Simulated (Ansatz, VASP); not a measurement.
**NaF in VASP and in Ansatz**

INCAR

```
PREC = Accurate
ENCUT = 520
EDIFF = 1E-7
ISMEAR = 0
SIGMA = 0.05
LREAL = F
LASPH = T
NELM = 80
ALGO = Normal
ISIF = 2
LWAVE = F
LCHARG = F
GGA = PE
NBANDS = 14
```

The input KPOINTS:

```
regular mesh
0
Gamma
  8 8 8
```

Contents of POSCAR:

```
NaF
1.0
    0.0000000000      2.3581495000      2.3581495000
    2.3581495000      0.0000000000      2.3581495000
    2.3581495000      2.3581495000      0.0000000000
Na F
1 1
Direct
    0.0000000000      0.0000000000      0.0000000000
    0.5000000000      0.5000000000      0.5000000000
```

Input for Ansatz:

```yaml
crystal:
  lattice:
    - [0.0, 2.3581495, 2.3581495]
    - [2.3581495, 0.0, 2.3581495]
    - [2.3581495, 2.3581495, 0.0]
  atoms:
    - { symbol: Na, position: [0.0, 0.0, 0.0] }
    - { symbol: F, position: [0.5, 0.5, 0.5] }
basis:
  ecutwfc: 420
kpoints:
  mp_grid: { grid: [8, 8, 8] }
hamiltonian:
  xc: pbe
scf:
  occupations: { method: gaussian, width: 0.05 }
output:
  forces: true
  stress: true
  eigenvalues: true
```

Change from the starting cell: strain +0.015 along x and y, +0.015 along z, atoms carried along.

Alike in both runs: task single point; functional PBE; k mesh 8 × 8 × 8; occupations gaussian, width 0.05 eV; no spin polarisation.

```csv
,VASP,Ansatz
version,VASP 6.6.1,Ansatz 0.2.0
potentials or method,"VASP PAW PBE potentials, release 64 (Na_pv, F), cutoff 520 eV","scalar-relativistic, plane waves, PAW"
valence electrons in the cell,14,16
```

|  | VASP | Ansatz | Ansatz less VASP |
| --- | --- | --- | --- |
| gap on the k mesh at the Fermi level (eV) | 6.02 | 6.04 | +0.015 |
| least direct gap on the mesh (eV) | 6.02 | 6.04 | +0.015 |
| pressure (GPa) | -0.6 | -0.4 | +0.14 |

The functional is the same, so the differences come from potentials, cutoffs and numerics. VASP's potentials hold 14 valence electrons a cell and Ansatz's 16, so a difference there can come from the potentials and not from the codes.
